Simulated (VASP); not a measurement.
# BP (I-4m2) in VASP: a series of runs

BP is run at these levels: PBE; tasks: single point.

Program: VASP 6.6.1. These are calculated values, not measurements. Logs are shortened: lines on timing, memory, paths and dates and some standing lists are left out, and cuts for length are marked.

### Step 1. The cell of the first run

Symmetry: I-4m2, No. 119, tetragonal system. Conventional cell: a = 3.145 Å, b = 3.145 Å, c = 4.538 Å, α = 90.00°, β = 90.00°, γ = 90.00°. B (site symmetry -4m2) has 4 P at 1.94 Å within 2.6 Å. P (site symmetry -4m2) has 4 B at 1.94 Å within 2.6 Å.

### Step 2. Single point, PBE (strain -0.0200 x Voigt [1, 1, 0, 0, 0, 0])

INCAR

```
SYSTEM = BP
PREC = Accurate ; ENCUT = 520
EDIFF = 1E-6 ; ISMEAR = 0
SIGMA = 0.05 ; LREAL = .False.
LASPH = .True. ; NELM = 60
ALGO = Normal ; ISIF = 2
LWAVE = .False. ; LCHARG = .False.
GGA = PE ; NBANDS = 11
```

KPOINTS

```
regular mesh
0
Gamma
  10 10 10
  0 0 0
```

POSCAR

```
BP
1.0
    0.0000000000      2.2236200000      2.2690000000
    2.2236200000      0.0000000000      2.2690000000
    2.2236200000      2.2236200000      0.0000000000
B P
1 1
Direct
    0.0000000000      0.0000000000      0.0000000000
    0.7500000000      0.7500000000      0.7500000000
```

Potentials or basis: VASP PAW PBE potentials, release 64 (B, P).

Command:

```sh
$ cat potpaw_PBE.64/B/POTCAR potpaw_PBE.64/P/POTCAR > POTCAR
$ mpirun -np 1 vasp_std > vasp.out
```

OUTCAR:

```text
SYSTEM = BP
   PREC = Accurate
   ENCUT = 520
   EDIFF = 1E-6
   ISMEAR = 0
   LREAL = .False.
   LASPH = .True.
   NELM = 60
   ISIF = 2
   GGA = PE

 ion  position               nearest neighbor table
   1  0.000  0.000  0.000-   2 1.94   2 1.94   2 1.94   2 1.94
   2  0.750  0.750  0.750-   1 1.94   1 1.94   1 1.94   1 1.94

  LATTYP: Found a body centered tetragonal cell.
 ALAT       =     3.1446735616
 C/A-ratio  =     1.4430750636

  Lattice vectors:

 A1 = (  -2.2236200000,   0.0000000000,   2.2690000000)
 A2 = (   2.2236200000,   0.0000000000,   2.2690000000)
 A3 = (   0.0000000000,   2.2236200000,  -2.2690000000)

Analysis of symmetry for initial positions (statically):
=====================================================================
 Subroutine PRICEL returns:
 Original cell was already a primitive cell.

 Routine SETGRP: Setting up the symmetry group for a
 body centered tetragonal supercell.

 Subroutine GETGRP returns: Found  8 space group operations
 (whereof  8 operations were pure point group operations)
 out of a pool of 16 trial point group operations.

The static configuration has the point symmetry D_2d.

Analysis of symmetry for dynamics (positions and initial velocities):
=====================================================================
 Subroutine PRICEL returns:
 Original cell was already a primitive cell.

 Routine SETGRP: Setting up the symmetry group for a
 body centered tetragonal supercell.

 Subroutine GETGRP returns: Found  8 space group operations
 (whereof  8 operations were pure point group operations)
 out of a pool of 16 trial point group operations.

The dynamic configuration has the point symmetry D_2d.

 Subroutine INISYM returns: Found  8 space group operations
 (whereof  8 operations are pure point group operations),
 and found     1 'primitive' translations

----------------------------------------------------------------------------------------

                                     Primitive cell

  volume of cell :      22.4381

  direct lattice vectors                    reciprocal lattice vectors
     0.000000000  2.223620000  2.269000000    -0.224858564  0.224858564  0.220361393
     2.223620000  0.000000000  2.269000000     0.224858564 -0.224858564  0.220361393
     2.223620000  2.223620000  0.000000000     0.224858564  0.224858564 -0.220361393

  length of vectors
     3.176924126  3.176924126  3.144673562     0.386887440  0.386887440  0.386887440

  position of ions in fractional coordinates (direct lattice)
     0.000000000  0.000000000  0.000000000
     0.750000000  0.750000000  0.750000000
[... 87 lines left out ...]
   PSTRESS=    0.0 pullay stress
   NELECT =       8.0000    total number of electrons
   NUPDOWN=      -1.0000    fix difference up-down
   EMIN   =  10.00;   EMAX   =-10.00  energy-range for DOS
   EFERMI =   0.00;   METHOD = LEGACY
   ISMEAR =     0;   SIGMA  =   0.05  broadening in eV -4-tet -1-fermi 0-gaus
   EFERMI_NEDOS =   21; number of points for ismear=-14 and -15
   IALGO  =     38    algorithm
   IMIX   =      4    mixing-type and parameters
     AMIX     =   0.40;   BMIX     =  1.00
     AMIX_MAG =   1.60;   BMIX_MAG =  1.00
  volume/ion in A,a.u.               =      11.22        75.71
  Fermi-wavevector in a.u.,A,eV,Ry     =   1.160850  2.193689 18.334855  1.347574
  Thomas-Fermi vector in A             =   2.297429
   LORBIT       =      0    0 simple, 1 ext, 2 COOP (PROOUT), +10 PAW based schemes
   GGA     = PE    functional components
   LHFCALC =     F    Hartree Fock is set to
   AEXX    =    0.0000 exact exchange contribution
   IVDW    =     0    specifies the selected vdW correction
   LEPSILON=     F    determine dielectric tensor
   LRPA    =     F    only Hartree local field effects (RPA)
 non-spin polarized calculation
 Gauss-broadening in eV      SIGMA  =   0.05
  energy-cutoff  :      520.00
  volume of cell :       22.44
 maximum number of plane-waves:       616
   NGX = 11   NGY = 11   NGZ = 11

 number of electron       8.0000001 magnetization

 Free energy of the ion-electron system (eV)
  ---------------------------------------------------
  ext. energy  EPLUGINS =         0.00000000
  ---------------------------------------------------
  free energy    TOTEN  =       -12.89933812 eV

  energy without entropy =      -12.89933812  energy(sigma->0) =      -12.89933812

 E-fermi :   8.2764     XC(G=0): -11.0825

 val. band max:        7.9872355883   @ k =   0.0000   0.0000   0.0000
 cond. band min:       9.0157560809   @ k =   0.4000   0.0000   0.4000
 fundamental gap:      1.0285204926
 Fermi energy:         8.2764398474

 k-point     1 :       0.0000    0.0000    0.0000
  band No.  band energies     occupation
      1      -7.9075      2.00000
      2       7.7805      2.00000
      3       7.9872      2.00000
      4       7.9872      2.00000
      5      11.3467      0.00000
      6      11.3467      0.00000
      7      11.4583      0.00000
      8      15.9080      0.00000
      9      19.7085      0.00000
     10      19.8820      0.00000
     11      20.4403      0.00000
[... 309 lines left out ...]
 k-point    24 :       0.4000    0.3000    0.0000
  band No.  band energies     occupation
      1      -4.9334      2.00000
      2       1.5560      2.00000
      3       3.7771      2.00000
      4       4.4108      2.00000
      5       9.8679      0.00000
      6      11.6625      0.00000
      7      17.6746      0.00000
      8      17.6926      0.00000
      9      22.2282      0.00000
     10      23.5040      0.00000
     11      25.4301      0.00000

 [... further k-points ...]

------------------------ aborting loop because EDIFF is reached ----------------------------------------

  FORCE on cell =-STRESS in cart. coord.  units (eV):
  Direction    XX          YY          ZZ          XY          YZ          ZX
  --------------------------------------------------------------------------------------
  -------------------------------------------------------------------------------------
  Total        1.4014899      1.4014899      0.5962435      0.0000000      0.0000000      0.0000000
  in kB      100.0725393    100.0725393     42.5744094      0.0000000      0.0000000      0.0000000
  external PRESSURE =      80.9064960 kB  Pullay stress =       0.0000000 kB

 VOLUME and BASIS-vectors are now :
 -----------------------------------------------------------------------------
  energy-cutoff  :      520.00
  volume of cell :       22.44
      direct lattice vectors                 reciprocal lattice vectors
     0.000000000  2.223620000  2.269000000    -0.224858564  0.224858564  0.220361393
     2.223620000  0.000000000  2.269000000     0.224858564 -0.224858564  0.220361393
     2.223620000  2.223620000  0.000000000     0.224858564  0.224858564 -0.220361393

 POSITION                                       TOTAL-FORCE (eV/Angst)
 -----------------------------------------------------------------------------------
      0.00000      0.00000      0.00000        -0.000000     -0.000000      0.000000
      3.33543      3.33543      3.40350         0.000000      0.000000     -0.000000
 -----------------------------------------------------------------------------------
    total drift:                               -0.000000     -0.000000     -0.000000

  FREE ENERGIE OF THE ION-ELECTRON SYSTEM (eV)
  ---------------------------------------------------
  free  energy   TOTEN  =       -12.8993381205 eV

  energy  without entropy=      -12.8993381205  energy(sigma->0) =      -12.89933812
```

OSZICAR:

```text
N       E                     dE             d eps       ncg     rms          rms(c)
DAV:   1     0.988205343337E+01    0.98821E+01   -0.40423E+03  2244   0.659E+02
DAV:   2    -0.130969453160E+02   -0.22979E+02   -0.21983E+02  3039   0.111E+02
DAV:   3    -0.136931457066E+02   -0.59620E+00   -0.59474E+00  2820   0.157E+01
DAV:   4    -0.136953271014E+02   -0.21814E-02   -0.21812E-02  2573   0.113E+00
DAV:   5    -0.136953375784E+02   -0.10477E-04   -0.10477E-04  2773   0.787E-02    0.764E+00
DAV:   6    -0.130107722387E+02    0.68457E+00   -0.15053E+00  2550   0.543E+00    0.411E+00
DAV:   7    -0.129070612598E+02    0.10371E+00   -0.27424E-01  2820   0.261E+00    0.138E+00
DAV:   8    -0.128988184865E+02    0.82428E-02   -0.28125E-02  2629   0.972E-01    0.206E-01
DAV:   9    -0.128991356809E+02   -0.31719E-03   -0.70413E-04  2639   0.183E-01    0.137E-01
DAV:  10    -0.128993268836E+02   -0.19120E-03   -0.24052E-04  2539   0.979E-02    0.295E-02
DAV:  11    -0.128993372120E+02   -0.10328E-04   -0.11287E-05  2856   0.222E-02    0.364E-02
DAV:  12    -0.128993381205E+02   -0.90844E-06   -0.45691E-06  2532   0.105E-02
   1 F= -.12899338E+02 E0= -.12899338E+02  d E =-.166655E-18
```

Wall time 43 s (1 thread of AMD EPYC 7R13, shared host); peak memory 0.12 GiB.

Results:

- Free energy: -12.8993 eV
- Pressure: 8.1 GPa
- Band gap on the k mesh: 1.03 eV, indirect (least direct gap 3.36 eV)

Stress tensor (GPa, compression positive):
```
10.01  0.00  0.00
 0.00 10.01  0.00
 0.00  0.00  4.26
```

Levels at points of the mesh, in eV from the valence-band top:
```csv
k point,band 1,band 2,band 3,band 4,band 5,band 6,band 7,band 8,band 9
"(0.00, 0.00, 0.00)",-15.89,-0.21,0.00,0.00,3.36,3.36,3.47,7.92,11.72
"(0.50, 0.00, 0.00)",-12.41,-9.40,-2.01,-1.74,3.87,4.65,4.78,10.20,14.69
"(0.50, 0.50, 0.00)",-10.96,-8.99,-4.18,-4.18,1.33,1.75,12.45,12.45,15.50
"(0.50, 0.00, 0.50)",-10.75,-8.80,-4.42,-4.38,1.11,1.46,12.18,12.65,15.65
```

Caveat: the cell differs from its parent crystal (strain -0.0200 x Voigt [1, 1, 0, 0, 0, 0]). A k mesh can miss the band edges.

### Step 3. Single point, PBE (strain -0.0100 x Voigt [1, 1, 0, 0, 0, 0])

INCAR

```
PREC     = Accurate       # precision mode
ENCUT    = 520            # plane-wave cutoff, eV
EDIFF    = 1E-6           # SCF threshold, eV
ISMEAR   = 0              # smearing method
SIGMA    = 0.05           # smearing width, eV
LREAL    = False          # projectors in reciprocal space
LASPH    = True           # aspherical terms in the spheres
NELM     = 80             # most SCF steps
ALGO     = Normal         # electronic algorithm
ISIF     = 2              # what is computed and relaxed
LWAVE    = False          # write WAVECAR
LCHARG   = True           # write CHGCAR
GGA      = PE             # functional
LELF     = True           # ELF
LVHAR    = True         
NBANDS   = 11             # bands
```

KPOINTS

```
regular mesh
0
Gamma
  10 10 10
```

POSCAR

```
BP
1.0
    0.0000000000      2.2463100000      2.2690000000
    2.2463100000      0.0000000000      2.2690000000
    2.2463100000      2.2463100000      0.0000000000
B P
1 1
Direct
    0.0000000000      0.0000000000      0.0000000000
    0.7500000000      0.7500000000      0.7500000000
```

Potentials or basis: VASP PAW PBE potentials, release 64 (B, P).

Command:

```sh
$ cat potpaw_PBE.64/B/POTCAR potpaw_PBE.64/P/POTCAR > POTCAR
$ mpirun -np 1 vasp_std > vasp.out
```

Wall time 46 s (1 thread of AMD EPYC 7R13, shared host); peak memory 0.12 GiB.

It converged, with:

```
Free energy            : -12.9214 eV
Pressure               : 4.3 GPa
Band gap on the k mesh : 1.14 eV, indirect (least direct gap 3.38 eV)
```

Stress tensor (GPa, compression positive):
```
5.27 0.00 0.00
0.00 5.27 0.00
0.00 0.00 2.49
```

Levels at points of the mesh, in eV from the valence-band top:
```
           k point  band 1  band 2  band 3  band 4  band 5  band 6  band 7  band 8  band 9
(0.00, 0.00, 0.00)  -15.67   -0.10    0.00    0.00    3.38    3.38    3.44    7.65   11.62
(0.50, 0.00, 0.00)  -12.27   -9.21   -1.88   -1.75    3.85    4.66    4.74   10.16   14.66
(0.50, 0.50, 0.00)  -10.78   -8.78   -4.15   -4.15    1.33    1.70   12.28   12.28   15.37
(0.50, 0.00, 0.50)  -10.68   -8.69   -4.27   -4.25    1.22    1.56   12.16   12.38   15.46
```

Caveat: the cell differs from its parent crystal (strain -0.0100 x Voigt [1, 1, 0, 0, 0, 0]). A k mesh can miss the band edges.

### Step 4. Single point, PBE (strain -0.0150 x Voigt [1, 1, 0, 0, 0, 0])

INCAR

```
SYSTEM = BP
ALGO = Normal
EDIFF = 1E-6
ENCUT = 520
GGA = PE
ISIF = 2
ISMEAR = 0
LASPH = .TRUE.
LCHARG = .FALSE.
LREAL = .FALSE.
LWAVE = .FALSE.
NBANDS = 11
NELM = 80
PREC = Accurate
SIGMA = 0.05
```

KPOINTS

```
k-points
0
G
  10 10 10
  0 0 0
```

POSCAR

```
BP
1.0
    0.0000000000      2.2349650000      2.2690000000
    2.2349650000      0.0000000000      2.2690000000
    2.2349650000      2.2349650000      0.0000000000
B P
1 1
Direct
    0.0000000000      0.0000000000      0.0000000000
    0.7500000000      0.7500000000      0.7500000000
```

Potentials or basis: VASP PAW PBE potentials, release 64 (B, P).

Command:

```sh
$ cat potpaw_PBE.64/B/POTCAR potpaw_PBE.64/P/POTCAR > POTCAR
$ mpirun -np 1 vasp_std > vasp.out
```

OUTCAR:

```text
SYSTEM = BP
   EDIFF = 1E-6
   ENCUT = 520
   GGA = PE
   ISIF = 2
   ISMEAR = 0
   LASPH = .TRUE.
   LREAL = .FALSE.
   NELM = 80
   PREC = Accurate

 ion  position               nearest neighbor table
   1  0.000  0.000  0.000-   2 1.95   2 1.95   2 1.95   2 1.95
   2  0.750  0.750  0.750-   1 1.95   1 1.95   1 1.95   1 1.95

  LATTYP: Found a body centered tetragonal cell.
 ALAT       =     3.1607178144
 C/A-ratio  =     1.4357498095

  Lattice vectors:

 A1 = (  -2.2349650000,   0.0000000000,   2.2690000000)
 A2 = (   2.2349650000,   0.0000000000,   2.2690000000)
 A3 = (   0.0000000000,   2.2349650000,  -2.2690000000)

Analysis of symmetry for initial positions (statically):
=====================================================================
 Subroutine PRICEL returns:
 Original cell was already a primitive cell.

 Routine SETGRP: Setting up the symmetry group for a
 body centered tetragonal supercell.

 Subroutine GETGRP returns: Found  8 space group operations
 (whereof  8 operations were pure point group operations)
 out of a pool of 16 trial point group operations.

The static configuration has the point symmetry D_2d.

Analysis of symmetry for dynamics (positions and initial velocities):
[... 173 lines left out ...]
      6      11.2148      0.00000
      7      11.2989      0.00000
      8      15.6295      0.00000
      9      19.5148      0.00000
     10      19.8014      0.00000
     11      20.2152      0.00000
[... 309 lines left out ...]
 k-point    24 :       0.4000    0.3000    0.0000
  band No.  band energies     occupation
      1      -4.9724      2.00000
      2       1.4853      2.00000
      3       3.6758      2.00000
      4       4.2840      2.00000
      5       9.7093      0.00000
      6      11.5067      0.00000
      7      17.4809      0.00000
      8      17.4959      0.00000
      9      22.0278      0.00000
     10      23.2976      0.00000
     11      25.1904      0.00000

 [... further k-points ...]

------------------------ aborting loop because EDIFF is reached ----------------------------------------

  FORCE on cell =-STRESS in cart. coord.  units (eV):
  Direction    XX          YY          ZZ          XY          YZ          ZX
  --------------------------------------------------------------------------------------
  -------------------------------------------------------------------------------------
  Total        1.0736693      1.0736693      0.4741506      0.0000000      0.0000000      0.0000000
  in kB       75.8883619     75.8883619     33.5135879      0.0000000      0.0000000      0.0000000
  external PRESSURE =      61.7634372 kB  Pullay stress =       0.0000000 kB

 VOLUME and BASIS-vectors are now :
 -----------------------------------------------------------------------------
  energy-cutoff  :      520.00
  volume of cell :       22.67
      direct lattice vectors                 reciprocal lattice vectors
     0.000000000  2.234965000  2.269000000    -0.223717150  0.223717150  0.220361393
     2.234965000  0.000000000  2.269000000     0.223717150 -0.223717150  0.220361393
     2.234965000  2.234965000  0.000000000     0.223717150  0.223717150 -0.220361393

 POSITION                                       TOTAL-FORCE (eV/Angst)
 -----------------------------------------------------------------------------------
      0.00000      0.00000      0.00000         0.000000      0.000000     -0.000000
      3.35245      3.35245      3.40350         0.000000     -0.000000      0.000000
 -----------------------------------------------------------------------------------
    total drift:                               -0.000000     -0.000000     -0.000000

  FREE ENERGIE OF THE ION-ELECTRON SYSTEM (eV)
  ---------------------------------------------------
  free  energy   TOTEN  =       -12.9120433762 eV

  energy  without entropy=      -12.9120433762  energy(sigma->0) =      -12.91204338
```

OSZICAR:

```text
N       E                     dE             d eps       ncg     rms          rms(c)
DAV:   1     0.905820838100E+01    0.90582E+01   -0.39481E+03  2244   0.656E+02
DAV:   2    -0.130889024772E+02   -0.22147E+02   -0.21075E+02  2937   0.110E+02
DAV:   3    -0.136830149137E+02   -0.59411E+00   -0.59277E+00  2867   0.158E+01
DAV:   4    -0.136853045533E+02   -0.22896E-02   -0.22894E-02  2560   0.114E+00
DAV:   5    -0.136853160142E+02   -0.11461E-04   -0.11461E-04  2818   0.810E-02    0.753E+00
DAV:   6    -0.130200312462E+02    0.66528E+00   -0.14756E+00  2571   0.535E+00    0.405E+00
DAV:   7    -0.129196592229E+02    0.10037E+00   -0.26374E-01  2809   0.255E+00    0.137E+00
DAV:   8    -0.129115209016E+02    0.81383E-02   -0.27794E-02  2644   0.964E-01    0.203E-01
DAV:   9    -0.129118391590E+02   -0.31826E-03   -0.70908E-04  2639   0.183E-01    0.133E-01
DAV:  10    -0.129120320390E+02   -0.19288E-03   -0.24315E-04  2565   0.983E-02    0.293E-02
DAV:  11    -0.129120424523E+02   -0.10413E-04   -0.11334E-05  2833   0.223E-02    0.357E-02
DAV:  12    -0.129120433762E+02   -0.92392E-06   -0.46309E-06  2559   0.106E-02
   1 F= -.12912043E+02 E0= -.12912043E+02  d E =-.914591E-18
```

It took 42 s on 1 thread of AMD EPYC 7R13, shared host; peak memory 0.12 GiB.

Results:

* Free energy: -12.9120 eV
* Pressure: 6.2 GPa
* Band gap on the k mesh: 1.08 eV, indirect (least direct gap 3.37 eV)

Stress tensor (GPa, compression positive):
```
7.59 0.00 0.00
0.00 7.59 0.00
0.00 0.00 3.35
```

Caveat: the cell differs from its parent crystal (strain -0.0150 x Voigt [1, 1, 0, 0, 0, 0]).

### Step 5. Summary

```csv
cell,gap on the mesh (eV),pressure (GPa)
"a = 3.177, b = 3.177, c = 3.145 Å, angles 60.3, 60.3, 59.3°, 2 atoms",1.03,8.1
"a = 3.193, b = 3.193, c = 3.177 Å, angles 60.2, 60.2, 59.7°, 2 atoms",1.14,4.3
"a = 3.185, b = 3.185, c = 3.161 Å, angles 60.3, 60.3, 59.5°, 2 atoms",1.08,6.2
```

Alike in all rows: task single point; level PBE; potentials or basis VASP PAW PBE potentials, release 64 (B, P); no spin polarisation; k mesh 10 × 10 × 10; cutoff (eV) 520; smearing gaussian 0.05 eV.

Total energies depend on the potentials used, so only differences within one code and one set of settings carry meaning.
